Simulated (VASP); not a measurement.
Wanted: the native input for a VASP 6.6.1 run.

| Property | Result |
| --- | --- |
| Task | single point |
| Functional | PBEsol |
| Potentials or basis | VASP PAW PBE potentials, release 64 (Ti_sv, Al) |
| Cutoff | 520 eV |
| k mesh | 21 × 21 × 12 |
| Occupations | gaussian, width 0.15 eV |
| Spin | collinear spin |
| Starting moments | [0.125, 0.0] μB |
| Fixed moment | 0.125 μB |
| Dipole correction | no |
| Further INCAR settings | ALGO = Fast; EDIFF = 1e-06; NBANDS = 18 |

The structure of TiAl lies in POSCAR:

```
TiAl
1.0
    2.9215484151      0.0000000000      0.0000000000
   -1.4607742075      2.5301351459      0.0000000000
    0.0000000000      0.0000000000      4.7392337000
Ti Al
1 1
Direct
    0.0000000000      0.0000000000      0.0000000000
    0.3333333333      0.6666666667      0.5000000000
```

The input as run:

INCAR

```
ALGO     = Fast           # electronic algorithm
EDIFF    = 1E-6           # SCF threshold, eV
ENCUT    = 520            # plane-wave cutoff, eV
GGA      = PS             # functional
ISIF     = 2              # what is computed and relaxed
ISMEAR   = 0              # smearing method
ISPIN    = 2              # spin polarisation
LASPH    = True           # aspherical terms in the spheres
LCHARG   = False          # write CHGCAR
LMAXMIX  = 4              # l up to which the mixer works
LORBIT   = 11             # projections on sites
LREAL    = False          # projectors in reciprocal space
LWAVE    = False          # write WAVECAR
MAGMOM   = 0.125 0        # initial moments
NBANDS   = 18             # bands
NELM     = 150            # most SCF steps
NUPDOWN  = 0.125          # fixed moment
PREC     = Accurate       # precision mode
SIGMA    = 0.15           # smearing width, eV
```

KPOINTS

```
k-points
0
Gamma
  21 21 12
```

Potentials or basis: VASP PAW PBE potentials, release 64 (Ti_sv, Al).

Command:

```bash
$ cat potpaw_PBE.64/Ti_sv/POTCAR potpaw_PBE.64/Al/POTCAR > POTCAR
$ mpirun -np 1 vasp_std > vasp.out
```

It gave:

```json
{
  "Pressure": "-7.4 GPa",
  "Net moment": "0.12 μB per cell",
  "Site moments": "Ti +0.08; Al +0.00 μB",
  "Valence electrons inside the program's atomic spheres": "Ti 10.20; Al 0.78"
}
```

Caveat: the cell stands under tension; the PAW data sets were made with another functional, which shifts forces and pressure a little; the total moment is fixed, so each spin has its own Fermi level and the state may be an excited one.

It took 5.3 min on 1 thread of AMD EPYC 9R45 96-Core Processor (Zen 5) (shared host), peak memory 0.39 GiB.
